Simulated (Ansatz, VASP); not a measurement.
## InP in VASP and in Ansatz

INCAR

```
ALGO = Normal ; EDIFF = 1E-6
ENCUT = 500 ; GGA = CA
GGA_COMPAT = F ; ISIF = 2
ISMEAR = 0 ; LASPH = T
LCHARG = T ; LELF = T
LREAL = F ; LVHAR = T
LWAVE = F ; NBANDS = 16
NELM = 120 ; PREC = Accurate
SIGMA = 0.05
```

KPOINTS

```
k-points
0
Gamma
  4 4 4
```

POSCAR

```
InP
1.0
    0.0000000000      2.9305000000      2.9305000000
    2.9305000000      0.0000000000      2.9305000000
    2.9305000000      2.9305000000      0.0000000000
In P
1 1
Direct
    0.0000000000      0.0000000000      0.0000000000
    0.7500000000      0.7500000000      0.7500000000
```

Input for Ansatz:

```yaml
crystal:
  lattice:
    - [0.0, 2.9305, 2.9305]
    - [2.9305, 0.0, 2.9305]
    - [2.9305, 2.9305, 0.0]
  atoms:
    - { symbol: In, position: [0.0, 0.0, 0.0] }
    - { symbol: P, position: [0.75, 0.75, 0.75] }
basis:
  ecutwfc: 420
kpoints:
  mp_grid: { grid: [4, 4, 4] }
hamiltonian:
  xc: lda
scf:
  occupations: { method: gaussian, width: 0.05 }
output:
  forces: true
  stress: true
  eigenvalues: true
```

Alike in both runs: task single point; functional LDA; k mesh 4 × 4 × 4; occupations gaussian, width 0.05 eV; no spin polarisation.

|  | VASP | Ansatz |
| --- | --- | --- |
| version | VASP 6.6.1 | Ansatz 0.2.0 |
| potentials or method | VASP PAW LDA potentials, release 64 (In_d, P), cutoff 500 eV | scalar-relativistic, plane waves, PAW |
| valence electrons in the cell | 18 | 18 |

Ansatz gave:

| Property | Result |
| --- | --- |
| gap on the k mesh at the Fermi level (eV) | 0.46 |
| least direct gap on the mesh (eV) | 0.46 |
| pressure (GPa) | -1.0 |

Question: What did VASP give for the same quantities?

Answer: gap on the k mesh at the Fermi level (eV): 0.49; least direct gap on the mesh (eV): 0.49; pressure (GPa): -1.0.

LDA's correlation is that of Perdew and Zunger in VASP and of Perdew and Wang (1992) in Ansatz.

The k mesh is coarse, so the values compare programs but aren't converged.
